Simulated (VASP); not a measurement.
A run of VASP 6.6.1 is set up as follows.

Contents of INCAR:

```
PREC = Accurate ; ENCUT = 500
EDIFF = 1E-6 ; ISMEAR = 0
SIGMA = 0.01 ; LREAL = False
LASPH = True ; NELM = 120
ALGO = Normal ; ISIF = 2
LWAVE = False ; LCHARG = False
GGA = PE ; NBANDS = 11
GGA_COMPAT = False
```

KPOINTS

```
regular mesh
0
Gamma
  10 10 10
```

Contents of POSCAR:

```
BAs
1.0
    0.0000000000      2.4044115017      2.4044115017
    2.4044115017      0.0000000000      2.4044115017
    2.4044115017      2.4044115017      0.0000000000
B As
1 1
Direct
    0.0000000001      0.0000000001      0.0000000001
    0.2499999999      0.2499999999      0.2499999999
```

Potentials or basis: VASP PAW PBE potentials, release 64 (B, As).

Command:

```bash
$ cat potpaw_PBE.64/B/POTCAR potpaw_PBE.64/As/POTCAR > POTCAR
$ mpirun -np 1 vasp_std > vasp.out
```

(1) What does it give for the pressure?

(2) Predict the band gap on the k mesh.

Answers

(1) 0.6 GPa.

(2) 1.20 eV, indirect (least direct gap 3.25 eV).
